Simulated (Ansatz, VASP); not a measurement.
**H: VASP beside Ansatz**

```
H
1.0
     3.83903    0.00000    0.00000
    -1.91952    3.32470    0.00000
     0.00000    0.00000    5.04227
H
4
Direct
  0.33333 0.66667 0.17473
  0.66667 0.33333 0.67473
  0.66667 0.33333 0.82527
  0.33333 0.66667 0.32527
```

Alike in both runs: functional PBEsol; k mesh 6 × 6 × 4; occupations gaussian, width 0.1 eV; no spin polarisation.

Ansatz relaxed the structure, and its values are those at the end. VASP's run is a single point on that final structure, the one shown.

```csv
,VASP,Ansatz
version,VASP 6.6.1,Ansatz 0.2.0
potentials or method,"VASP PAW PBE potentials, release 64 (H), cutoff 520 eV","scalar-relativistic, plane waves, PAW"
valence electrons in the cell,4,4
```

|  | VASP | Ansatz | Ansatz less VASP |
| --- | --- | --- | --- |
| gap on the k mesh at the Fermi level (eV) | 9.11 | 9.11 | +0.001 |
| least direct gap on the mesh (eV) | 9.11 | 9.11 | +0.001 |
| pressure (GPa) | -0.1 | 0.0 | +0.13 |
| rms of the force components (eV/Å) | 0.003 | 0.001 | -0.0018 |

VASP's potentials were made for PBE, not for PBEsol.
